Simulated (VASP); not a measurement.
A run of VASP 6.6.1 is set up as follows.

INCAR

```
SYSTEM = Ga2O3
ALGO = Normal
EDIFF = 1E-6
ENCUT = 520
GGA = PE
ISIF = 2
ISMEAR = 0
LASPH = .TRUE.
LCHARG = .FALSE.
LREAL = Auto
LWAVE = .FALSE.
NBANDS = 104
NELM = 60
PREC = Accurate
SIGMA = 0.05
```

Contents of KPOINTS:

```
k-points
0
G
  5 9 3
  0 0 0
```

File POSCAR:

```
Ga2O3
1.0
    1.4027234631      0.0000000000     -5.7076941965
    0.0000000000      3.0835130475      0.0000000000
   12.1743164088      0.0000000000      1.1645237155
Ga O
8 12
Direct
   -0.3767406338      0.0000000000      0.8399134337
    0.5232593662      0.5000000000      0.3399134337
    0.1767406338      0.0000000000      0.6600865663
    0.0767406338      0.5000000000      0.1600865663
    0.0175022518      0.0000000000      0.4085007299
    0.1175022518      0.5000000000      0.9085007299
    0.5824977482      0.0000000000      0.0914992701
   -0.3175022518      0.5000000000      0.5914992701
   -0.6765083861      0.0000000000      0.9134883783
    0.2234916139      0.5000000000      0.4134883783
    0.4765083861      0.0000000000      0.5865116217
    0.3765083861      0.5000000000      0.0865116217
   -0.1296191710      0.0000000000      0.9237013128
   -0.2296191710      0.5000000000      0.4237013128
   -0.0703808290      0.0000000000      0.5762986872
    0.8296191710      0.5000000000      0.0762986872
    0.0425225529      0.0000000000      0.2460195696
    0.1425225529      0.5000000000      0.7460195696
    0.5574774471      0.0000000000      0.2539804304
   -0.3425225529      0.5000000000      0.7539804304
```

Potentials or basis: VASP PAW PBE potentials, release 64 (Ga_d, O).

Run with:

```sh
$ cat potpaw_PBE.64/Ga_d/POTCAR potpaw_PBE.64/O/POTCAR > POTCAR
$ mpirun -np 1 vasp_std > vasp.out
```

(1) Estimate the pressure.

(2) Estimate the largest force.

(3) Estimate the band gap on the k mesh.

Answers

(1) 0.7 GPa.

(2) 1.934 eV/Å.

(3) 0.90 eV (least direct gap 1.04 eV).

Caveat: an odd mesh through Γ misses points on the zone boundary, where band edges can lie; forces of over 1 eV/Å act on the atoms, so gaps and moduli don't describe the material at rest.
